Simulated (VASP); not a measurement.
# Li4Si: single point with PBE

The system is Li4Si.

```
Li Si
1.0
    -2.96001    2.96001    2.96001
     2.96001   -2.96001    2.96001
     2.96001    2.96001   -2.96001
Li Si
4 1
Cartesian
  1.4800 1.4800 1.4800
  1.4800 1.4800 -1.4800
  1.4800 -1.4800 1.4800
  -1.4800 1.4800 1.4800
  0.0000 0.0000 0.0000
```

- Program: VASP 6.6.1
- Task: single point
- Functional: PBE
- Potentials or basis: VASP PAW PBE potentials, release 64 (Li_sv, Si)
- Cutoff: 520 eV
- k mesh: 6 × 6 × 6
- Occupations: gaussian, width 0.1 eV
- Spin: no spin polarisation
- Dipole correction: no
- Further INCAR settings: ALGO = Normal; EDIFF = 1e-06; NBANDS = 16

```json
{"Band gap on the k mesh": "0.37 eV, indirect (least direct gap 0.59 eV)"}
```

Levels at points of the mesh, in eV from the valence-band top:
```csv
k point,band 4,band 5,band 6,band 7,band 8,band 9,band 10,band 11,band 12,band 13
"(0.00, 0.00, 0.00)",-45.49,-6.07,-0.11,-0.11,-0.11,1.25,3.83,3.83,3.83,5.48
"(0.50, 0.00, 0.00)",-45.49,-5.83,-1.68,-0.19,-0.03,1.28,3.27,4.17,4.83,5.24
"(0.50, 0.50, 0.50)",-45.48,-5.84,-0.22,-0.22,-0.22,0.37,0.37,5.49,5.49,5.49
```

Run time: 19 s on 1 thread of Intel(R) Xeon(R) Platinum 8488C (Sapphire Rapids), on a shared host, peak memory 0.23 GiB.

 A k mesh can miss the band edges.
